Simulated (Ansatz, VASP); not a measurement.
Li3CuAu2 in VASP and in Ansatz

```
Li Cu Au
1.0
     2.61669    0.00000    0.00000
    -1.30834    2.26612    0.00000
     0.00000    0.00000   12.12506
Li Cu Au
3 1 2
Direct
  0.00000 0.00000 0.32418
  0.00000 0.00000 0.65757
  0.33333 0.66667 0.83330
  0.00000 0.00000 0.00000
  0.33333 0.66667 0.15749
  0.33333 0.66667 0.49088
```

Alike in both runs: task single point; functional PBE; k mesh 6 × 6 × 2; occupations gaussian, width 0.1 eV; no spin polarisation.

```csv
,VASP,Ansatz
version,VASP 6.6.1,Ansatz 0.2.0
potentials or method,"VASP PAW PBE potentials, release 64 (Li_sv, Cu, Au), cutoff 520 eV","scalar-relativistic, plane waves, PAW"
valence electrons in the cell,42,66
```

```csv
,VASP,Ansatz,Ansatz less VASP
gap on the k mesh at the Fermi level (eV),none,none,-
rms of the force components (eV/Å),1.050,1.048,-0.0016
```

Atom by atom the forces differ by 0.003 eV/Å (rms over components). A gap of «none» marks a metal or a gap that the smearing closes. VASP's potentials hold 42 valence electrons a cell and Ansatz's 66, so a difference there can come from the potentials and not from the codes.

The k mesh is coarse, so the values compare programs but aren't converged. Neither program's run includes spin-orbit coupling. Noted on VASP's run: the cutoff is under 1.25 times that of the potentials, so the pressure is a little rough.
